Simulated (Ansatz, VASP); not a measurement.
This is a calculation of AgRh for VASP 6.6.1.

The input INCAR:

```
  PREC = Accurate
  ENCUT = 520
  EDIFF = 1E-6
  ISMEAR = -1
  SIGMA = 0.05
  LREAL = F
  LASPH = T
  NELM = 100
  ALGO = Fast
  ISIF = 2
  LWAVE = F
  LCHARG = F
  GGA = CA
  NBANDS = 20
```

File KPOINTS:

```
Automatic mesh
0
Gamma
  11 11 6
```

POSCAR

```
AgRh
1.0
    2.7589461066      0.0000000000      0.0000000000
   -1.3794730533      2.3893174160      0.0000000000
    0.0000000000      0.0000000000      4.7763285309
Ag Rh
1 1
Direct
    0.0000000000      0.0000000000      0.5000000000
    0.6666666667      0.3333333333      0.0000000000
```

Potentials or basis: VASP PAW LDA potentials, release 64 (Ag, Rh_pv).

Launch:

```bash
$ cat potpaw_LDA.64/Ag/POTCAR potpaw_LDA.64/Rh_pv/POTCAR > POTCAR
$ mpirun -np 1 vasp_std > vasp.out
```

**Question.** Set up the same calculation for Ansatz 0.2.0. Potentials there: all-electron LAPW, scalar-relativistic.

**Answer.** As run (the cutoff follows the program's own potentials):

Contents of input.yaml:

```yaml
crystal:
  lattice:
    - [2.7589461066, 0.0, 0.0]
    - [-1.3794730533, 2.389317416, 0.0]
    - [0.0, 0.0, 4.7763285309]
  atoms:
    - { symbol: Ag, position: [0.0, 0.0, 0.5] }
    - { symbol: Rh, position: [0.6666666667, 0.3333333333, 0.0] }
kpoints:
  mp_grid: { grid: [11, 11, 6] }
scf:
  occupations: { method: fermi_dirac, width: 0.05 }
hamiltonian:
  xc: lda
  pseudopotentials: { kind: all_electron, lapw: { basis_error: 0.001 } }
output:
  forces: true
  stress: true
  eigenvalues: true
```

Potentials or basis: all-electron LAPW, scalar-relativistic.

Command:

```sh
$ ansatz run input.yaml --threads 1 --pin off --max-ram 3072MiB --backend cpu --events-out ev --progress --plain --runs-dir out
```

Both were run:

|  | VASP | Ansatz | Ansatz less VASP |
| --- | --- | --- | --- |
| gap on the k mesh at the Fermi level (eV) | none | none | - |
| pressure (GPa) | -12.6 | -13.0 | -0.32 |
| traceless stress, the component that is largest in VASP (GPa) | -0.08 | -0.04 | +0.038 |

LDA's correlation is that of Perdew and Zunger in VASP and of Perdew and Wang (1992) in Ansatz. A gap of «none» marks a metal or a gap that the smearing closes. Ansatz ran all-electron here, and VASP with PAW potentials.
